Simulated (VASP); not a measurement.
Na3Cl2:

```xyz
5
Lattice="1.7600 -10.1703 0.0000 1.7600 10.1703 0.0000 0.0000 0.0000 3.5276" Properties=species:S:1:pos:R:3 pbc="T T T"
Cl    1.7600    8.4088    1.7638
Cl    1.7600   -8.4088    1.7638
Na    1.7600   -3.4373    0.0000
Na    1.7600    3.4373    0.0000
Na    1.7600    0.0000    0.0000
```

Base run:

```yaml
Program: VASP 6.6.1
Functional: PBEsol
Potentials_or_basis: VASP PAW PBE potentials, release 64 (Cl, Na_pv)
Cutoff: 520 eV
k_mesh: 8 × 8 × 8
Occupations: fermi-dirac, width 0.05 eV
Spin: no spin polarisation
```

Its results: band gap on the k mesh zero (an odd number of electrons rules out a gap without spin polarisation); pressure -0.8 GPa; largest force 0.058 eV/Å.

Question: After a change of settings the same cell gave: band gap on the k mesh zero (an odd number of electrons rules out a gap without spin polarisation); pressure 1.3 GPa; largest force 0.058 eV/Å. Which change was it?
A. functional from PBEsol to RPBE
B. functional from PBEsol to PBE; further incar settings from ALGO = Normal; EDIFF = 1e-07; NBANDS = 26 to ALGO = Normal; EDIFF = 1e-06; NBANDS = 26
C. functional from PBEsol to LDA; potentials or basis from VASP PAW PBE potentials, release 64 (Cl, Na_pv) to VASP PAW LDA potentials, release 64 (Cl, Na_pv)

Answer: A.

RPBE binds less tightly than PBEsol, so the same cell stands under more pressure.

Caveats: the PAW data sets were made with another functional, which shifts forces and pressure a little.
